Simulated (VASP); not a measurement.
**C: single point with r2SCAN**

The system is C.

```
C
1.0
     0.00000    1.78012    1.78012
     1.78012    0.00000    1.78012
     1.78012    1.78012    0.00000
C
2
Cartesian
  0.0000 0.0000 0.0000
  0.8901 0.8901 0.8901
```

```
Program                : VASP 6.6.1
Task                   : single point
Functional             : r2SCAN
Potentials or basis    : VASP PAW PBE potentials, release 64 (C_h)
Cutoff                 : 910 eV
k mesh                 : 12 × 12 × 12
Occupations            : gaussian, width 0.01 eV
Spin                   : no spin polarisation
Dipole correction      : no
Second run             : hard_potentials
Further INCAR settings : ALGO = Normal; EDIFF = 1e-06; NBANDS = 11
```

* Pressure: -0.8 GPa
* Band gap on the k mesh: 4.39 eV, indirect (least direct gap 5.89 eV)

Levels at points of the mesh, in eV from the valence-band top:
```tsv
k point	band 1	band 2	band 3	band 4	band 5	band 6	band 7	band 8	band 9
(0.00, 0.00, 0.00)	-22.74	0.00	0.00	0.00	5.89	5.89	5.89	13.98	20.48
(0.50, 0.00, 0.00)	-16.77	-14.08	-2.98	-2.98	8.94	8.94	9.23	16.78	23.29
(0.50, 0.50, 0.00)	-13.61	-13.61	-6.68	-6.68	5.04	5.04	18.00	18.00	24.73
```

It took 55 s on 1 thread of Intel(R) Xeon(R) Platinum 8559C (Emerald Rapids), on a shared host, peak memory 0.15 GiB.

Caveat: the cutoff is under 1.25 times the usual one of these potentials, so pressure, stress and relaxed cells hold a basis-set (Pulay) error; the PAW data sets were made with another functional, which shifts forces and pressure a little. A k mesh can miss the band edges.
